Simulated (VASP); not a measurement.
Sc2AlAs3, 6 atoms in the cell. Symmetry: P6/mmm, No. 191, hexagonal system. Conventional cell: a = 5.078 Å, b = 5.078 Å, c = 5.549 Å, α = 90.00°, β = 90.00°, γ = 120.00°. Sc (site symmetry -6m2) has 5 As at 2.77 to 2.93 Å and 3 Sc at 2.93 Å within 3.7 Å. Al (site symmetry 6/mmm) has 8 As at 2.77 to 2.93 Å within 3.7 Å. As (site symmetry -6m2) has 2 Sc at 2.77 Å and 3 As at 2.93 Å and 3 Al at 2.93 Å within 3.7 Å. As (site symmetry 6/mmm) has 2 Al at 2.77 Å and 6 Sc at 2.93 Å within 3.7 Å. The cell was generated, and may not be a known phase.

```yaml
Program: VASP 6.6.1
Task: relaxation of cell and atoms
Functional: PBE
Potentials_or_basis: VASP PAW PBE potentials, release 64 (Sc_sv, Al, As)
Cutoff: 600 eV
k_mesh: 6 × 6 × 4
Occupations: gaussian, width 0.1 eV
Spin: no spin polarisation
Dipole_correction: no
Further_INCAR_settings: ALGO = Fast; EDIFF = 1e-06; IBRION = 2; EDIFFG = -0.04; NSW = 90; ISIF = 3
```

Potentials or basis: VASP PAW PBE potentials, release 64 (Sc_sv, Al, As).

The run is started by

```bash
$ cat potpaw_PBE.64/Sc_sv/POTCAR potpaw_PBE.64/Al/POTCAR potpaw_PBE.64/As/POTCAR > POTCAR
$ mpirun -np 1 vasp_std > vasp.out
```

Hardware: 1 thread of Oxide Virtual Turin-like Processor (shared host).

Question: How long does it take, and how much memory?

Answer: It took 4 min on 1 thread of Oxide Virtual Turin-like Processor, on a shared host, peak memory 0.31 GiB. Counts: scf iterations 51, k points 21, ion steps 3.
